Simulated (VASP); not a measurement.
# Mo in VASP: a series of runs

The runs below take Mo through single point, with PBE.

All numbers are computed with VASP 6.6.1; they aren't measurements. Logs are shortened: lines on timing, memory, paths and dates and some standing lists are left out, and cuts for length are marked.

### Step 1. The cell of the first run

The cell holds a slab with vacuum, 6 atoms: a = 2.850 Å, b = 2.850 Å, c = 25.075 Å, α = 90.00°, β = 90.00°, γ = 90.00°.

### Step 2. Single point, PBE

The input, INCAR:

```
SYSTEM = Mo
PREC     = Accurate       ! precision mode
ENCUT    = 520            ! plane-wave cutoff, eV
EDIFF    = 1E-7           ! SCF threshold, eV
ISMEAR   = -1             ! smearing method
SIGMA    = 0.05           ! smearing width, eV
LREAL    = .False.        ! projectors in reciprocal space
LASPH    = .True.         ! aspherical terms in the spheres
NELM     = 60             ! most SCF steps
ALGO     = Normal         ! electronic algorithm
ISIF     = 2              ! what is computed and relaxed
LWAVE    = .False.        ! write WAVECAR
LCHARG   = .False.        ! write CHGCAR
LDIPOL   = .True.       
IDIPOL   = 3            
DIPOL    = 0.5 0.5 0.497
GGA      = PE             ! functional
NBANDS   = 51             ! bands
```

The input, KPOINTS:

```
Automatic mesh
0
Gamma
  9 9 1
  0 0 0
```

The input, POSCAR:

```
Mo
1.0
    2.8496403282      0.0000000000      0.0000000000
    0.0000000000      2.8496403282      0.0000000000
    0.0000000000      0.0000000000     25.0750000000
Mo
6
Direct
    0.5000000000      0.5000000000      0.2991026919
    0.0000000000      0.0000000000      0.3794616152
    0.5000000000      0.5000000000      0.4598205384
    0.0000000000      0.0000000000      0.5378508844
    0.5000000000      0.5000000000      0.6151323482
    0.0000000000      0.0000000000      0.6900091584
```

Potentials or basis: VASP PAW PBE potentials, release 64 (Mo_sv).

Started as:

```bash
$ cat potpaw_PBE.64/Mo_sv/POTCAR > POTCAR
$ mpirun -np 1 vasp_std > vasp.out
```

OUTCAR:

```text
SYSTEM = Mo
   PREC = Accurate
   ENCUT = 520
   EDIFF = 1E-7
   ISMEAR = -1
   LREAL = .False.
   LASPH = .True.
   NELM = 60
   ISIF = 2
   GGA = PE

 ion  position               nearest neighbor table
   1  0.500  0.500  0.299-   2 2.85   2 2.85   2 2.85   2 2.85
   2  0.000  0.000  0.379-   3 2.85   3 2.85   3 2.85   3 2.85   1 2.85   1 2.85   1 2.85   1 2.85

   3  0.500  0.500  0.460-   4 2.81   4 2.81   4 2.81   4 2.81   2 2.85   2 2.85   2 2.85   2 2.85

   4  0.000  0.000  0.538-   5 2.80   5 2.80   5 2.80   5 2.80   3 2.81   3 2.81   3 2.81   3 2.81

   5  0.500  0.500  0.615-   6 2.75   6 2.75   6 2.75   6 2.75   4 2.80   4 2.80   4 2.80   4 2.80

   6  0.000  0.000  0.690-   5 2.75   5 2.75   5 2.75   5 2.75

  LATTYP: Found a simple tetragonal cell.
 ALAT       =     2.8496403282
 C/A-ratio  =     8.7993560983

  Lattice vectors:

 A1 = (   2.8496403282,   0.0000000000,   0.0000000000)
 A2 = (   0.0000000000,   2.8496403282,   0.0000000000)
 A3 = (   0.0000000000,   0.0000000000,  25.0750000000)

Analysis of symmetry for initial positions (statically):
=====================================================================
 Subroutine PRICEL returns:
 Original cell was already a primitive cell.

 Routine SETGRP: Setting up the symmetry group for a
 simple tetragonal supercell.

 Subroutine GETGRP returns: Found  8 space group operations
 (whereof  8 operations were pure point group operations)
 out of a pool of 16 trial point group operations.

The static configuration has the point symmetry C_4v.

Analysis of symmetry for dynamics (positions and initial velocities):
=====================================================================
 Subroutine PRICEL returns:
 Original cell was already a primitive cell.

 Routine SETGRP: Setting up the symmetry group for a
 simple tetragonal supercell.

 Subroutine GETGRP returns: Found  8 space group operations
 (whereof  8 operations were pure point group operations)
 out of a pool of 16 trial point group operations.

The dynamic configuration has the point symmetry C_4v.

 Subroutine INISYM returns: Found  8 space group operations
 (whereof  8 operations are pure point group operations),
 and found     1 'primitive' translations

----------------------------------------------------------------------------------------

                                     Primitive cell

  volume of cell :     203.6203

  direct lattice vectors                    reciprocal lattice vectors
     2.849640328  0.000000000  0.000000000     0.350921479  0.000000000  0.000000000
[... 95 lines left out ...]
   NELECT =      84.0000    total number of electrons
   NUPDOWN=      -1.0000    fix difference up-down
   EMIN   =  10.00;   EMAX   =-10.00  energy-range for DOS
   EFERMI =   0.00;   METHOD = LEGACY
   ISMEAR =    -1;   SIGMA  =   0.05  broadening in eV -4-tet -1-fermi 0-gaus
   EFERMI_NEDOS =   21; number of points for ismear=-14 and -15
   IALGO  =     38    algorithm
   IMIX   =      4    mixing-type and parameters
     AMIX     =   0.40;   BMIX     =  1.00
     AMIX_MAG =   1.60;   BMIX_MAG =  1.00
  volume/ion in A,a.u.               =      33.94       229.02
  Fermi-wavevector in a.u.,A,eV,Ry     =   1.218693  2.302995 20.207538  1.485212
  Thomas-Fermi vector in A             =   2.353971
   LORBIT       =      0    0 simple, 1 ext, 2 COOP (PROOUT), +10 PAW based schemes
   GGA     = PE    functional components
   LHFCALC =     F    Hartree Fock is set to
   AEXX    =    0.0000 exact exchange contribution
   IVDW    =     0    specifies the selected vdW correction
   LEPSILON=     F    determine dielectric tensor
   LRPA    =     F    only Hartree local field effects (RPA)
 non-spin polarized calculation
  energy-cutoff  :      520.00
  volume of cell :      203.62
 maximum number of plane-waves:      5533
 NGX is ok and might be reduce to    24
   NGX = 11   NGY = 11   NGZ = 93

 dipolmoment           0.000000      0.000000      0.001870 electrons x Angstroem

 number of electron      84.0000011 magnetization

 dipolmoment           0.000000      0.000000     -0.002689 electrons x Angstroem

 Free energy of the ion-electron system (eV)
  ---------------------------------------------------
  ext. energy  EPLUGINS =         0.00000000
  ---------------------------------------------------
  free energy    TOTEN  =       -60.34760236 eV

  energy without entropy =      -60.26720052  energy(sigma->0) =      -60.30740144

 E-fermi :   3.4261     XC(G=0):  -7.1300

 val. band max:        3.3962517563   @ k =   0.2222   0.0000   0.0000
 cond. band min:       3.4455477833   @ k =   0.4444   0.1111   0.0000
 fundamental gap:      0.0492960270
 Fermi energy:         3.4261453616

 k-point     1 :       0.0000    0.0000    0.0000
  band No.  band energies     occupation
      1     -57.4135      2.00000
      2     -57.3171      2.00000
      3     -57.2884      2.00000
      4     -57.2113      2.00000
      5     -57.1030      2.00000
      6     -57.0035      2.00000
[... 799 lines left out ...]
     50       7.4806      0.00000
     51       7.5032      0.00000

------------------------ aborting loop because EDIFF is reached ----------------------------------------

 vacuum level on the upper side and lower side of the slab       (xc-potential included)        -0.163        -0.072

  FORCE on cell =-STRESS in cart. coord.  units (eV):
  Direction    XX          YY          ZZ          XY          YZ          ZX
  --------------------------------------------------------------------------------------
  -------------------------------------------------------------------------------------
  Total       -4.8461294     -4.8461294     -1.4473497      0.0000000      0.0000000      0.0000000
  in kB      -38.1315580    -38.1315580    -11.3884078      0.0000000      0.0000000      0.0000000
  external PRESSURE =     -29.2171746 kB  Pullay stress =       0.0000000 kB

 VOLUME and BASIS-vectors are now :
 -----------------------------------------------------------------------------
  energy-cutoff  :      520.00
  volume of cell :      203.62
      direct lattice vectors                 reciprocal lattice vectors
     2.849640328  0.000000000  0.000000000     0.350921479  0.000000000  0.000000000
     0.000000000  2.849640328  0.000000000     0.000000000  0.350921479  0.000000000
     0.000000000  0.000000000 25.075000000     0.000000000  0.000000000  0.039880359

 POSITION                                       TOTAL-FORCE (eV/Angst)
 -----------------------------------------------------------------------------------
      1.42482      1.42482      7.50000         0.000000      0.000000      0.509321
      0.00000      0.00000      9.51500         0.000000      0.000000     -0.223225
      1.42482      1.42482     11.53000         0.000000     -0.000000     -0.316276
      0.00000      0.00000     13.48661        -0.000000      0.000000     -0.000191
      1.42482      1.42482     15.42444         0.000000      0.000000     -0.008260
      0.00000      0.00000     17.30198         0.000000      0.000000      0.038630
 -----------------------------------------------------------------------------------
    total drift:                                0.000000      0.000000     -0.000243

  FREE ENERGIE OF THE ION-ELECTRON SYSTEM (eV)
  ---------------------------------------------------
  free  energy   TOTEN  =       -60.3476023571 eV

  energy  without entropy=      -60.2672005158  energy(sigma->0) =      -60.30740144

 vacuum level on the upper side and lower side of the slab         7.583         7.673
```

OSZICAR:

```text
N       E                     dE             d eps       ncg     rms          rms(c)
DAV:   1     0.989401867021E+03    0.98940E+03   -0.53891E+04  1858   0.156E+03
DAV:   2    -0.295915330024E+02   -0.10190E+04   -0.99673E+03  1723   0.486E+02
DAV:   3    -0.651539188384E+02   -0.35562E+02   -0.34035E+02  2097   0.802E+01
[... 35 lines left out ...]
DAV:  39    -0.603475985117E+02   -0.37700E-05   -0.59642E-06  1886   0.160E-02    0.513E-03
DAV:  40    -0.603476003908E+02   -0.18791E-05   -0.57705E-07  1452   0.454E-03    0.123E-03
DAV:  41    -0.603476013606E+02   -0.96979E-06   -0.46608E-08   979   0.897E-04    0.946E-04
DAV:  42    -0.603476021345E+02   -0.77392E-06   -0.60747E-08  1003   0.775E-04    0.112E-03
DAV:  43    -0.603476022843E+02   -0.14983E-06   -0.44400E-08   981   0.124E-03    0.772E-04
DAV:  44    -0.603476023571E+02   -0.72778E-07   -0.23116E-08   941   0.776E-04
   1 F= -.60347602E+02 E0= -.60307401E+02  d E =-.804018E-01
```

Run time: 14 min. Hardware: 1 thread of Intel Xeon 8259CL, shared host; peak memory 0.39 GiB.

Results:

```yaml
Free_energy: -60.3476 eV
Largest_force: 0.509 eV/Å
Band_gap_on_the_k_mesh: zero (bands 42 and 43 overlap by 1.80 eV)
```

Forces in eV/Å, atoms in the order of the input:
```
Mo   0.000  0.000  0.509
Mo   0.000  0.000 -0.223
Mo   0.000  0.000 -0.316
Mo   0.000  0.000  0.000
Mo   0.000  0.000 -0.008
Mo   0.000  0.000  0.039
```

(Continued in part 2 of 2.)
